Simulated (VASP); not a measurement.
BAs:

```
B As
1.0
     2.12755    0.00000    0.00000
     0.00000    3.17406    0.00000
     0.00000    0.00000    4.95098
B As
1 1
Direct
  0.00000 0.50000 0.00000
  0.50000 0.50000 0.50000
```

```yaml
Program: VASP 6.6.1
Task: relaxation of cell and atoms
Functional: BLYP
Potentials_or_basis: VASP PAW PBE potentials, release 64 (B, As)
Cutoff: 600 eV
k_mesh: 12 × 8 × 6
Occupations: fermi-dirac, width 0.05 eV
Spin: no spin polarisation
```

At the start: pressure 12.2 GPa; volume 16.72 Å³/atom.

Task: Where does the relaxation end?

Result: Over 33 steps the energy falls by 1040.8 meV/atom and the volume is 14.18 Å³/atom (-15.2 %); space group Pmmm (No. 47, to 0.1 Å) before, P4/mmm (No. 123, to 0.1 Å).

The path:
```tsv
step	energy change (eV)	largest force (eV/Å)	pressure (GPa)	volume (Å³)
1	0.0000	0.0000	12.24	33.43
2	-0.5549	0.0000	-5.92	39.62
3	-0.5677	0.0000	-4.98	38.89
4	-0.5707	0.0000	-4.40	38.55
5	-0.5711	0.0000	-4.11	38.39
6	-0.6752	0.0000	-3.33	36.32
7	-1.0618	0.0000	2.31	30.18
8	-0.1003	0.0000	97.99	18.57
9	-1.1651	0.0000	5.74	28.26
10	-1.2281	0.0000	29.08	23.30
11	-1.2404	0.0000	29.66	23.20
12	-1.2739	0.0000	31.70	22.89
13	-1.3124	0.0000	37.31	22.26
14	-1.1810	0.0000	51.84	20.97
15	-1.3125	0.0000	39.03	22.08
16	-1.3565	0.0000	37.67	22.19
17	-1.4781	0.0000	33.87	22.51
18	-1.6725	0.0000	27.07	23.15
19	-1.8802	0.0000	16.59	24.42
20	-1.8263	0.0000	3.63	26.93
21	-1.9004	0.0000	9.29	25.66
22	-1.9081	0.0000	11.23	25.29
23	-1.9514	0.0000	9.18	25.65
24	-2.0389	0.0000	4.02	26.77
25	-2.0584	0.0000	-2.56	29.04
26	-2.0706	0.0000	-0.78	28.25
27	-2.0710	0.0000	-0.45	28.11
28	-2.0746	0.0000	-0.25	28.10
29	-2.0804	0.0000	0.48	28.06
30	-2.0806	0.0000	0.66	28.05
31	-2.0812	0.0000	0.45	28.16
32	-2.0816	0.0000	0.16	28.32
33	-2.0817	0.0000	0.02	28.35
```

Final structure:
```cif
data_structure
_symmetry_space_group_name_H-M 'P 1'
_symmetry_Int_Tables_number 1
_cell_length_a 3.2115
_cell_length_b 2.7458
_cell_length_c 3.2151
_cell_angle_alpha 90.000
_cell_angle_beta 90.000
_cell_angle_gamma 90.000
_cell_volume 28.35
loop_
_atom_site_label
_atom_site_type_symbol
_atom_site_fract_x
_atom_site_fract_y
_atom_site_fract_z
_atom_site_occupancy
B1 B 0.00000 0.50000 0.00000 1
As1 As 0.50000 0.50000 0.50000 1
```

Caveat: the volume moved by over 15 % at a fixed basis, so the end points are rough; the PAW data sets were made with another functional, which shifts forces and pressure a little.
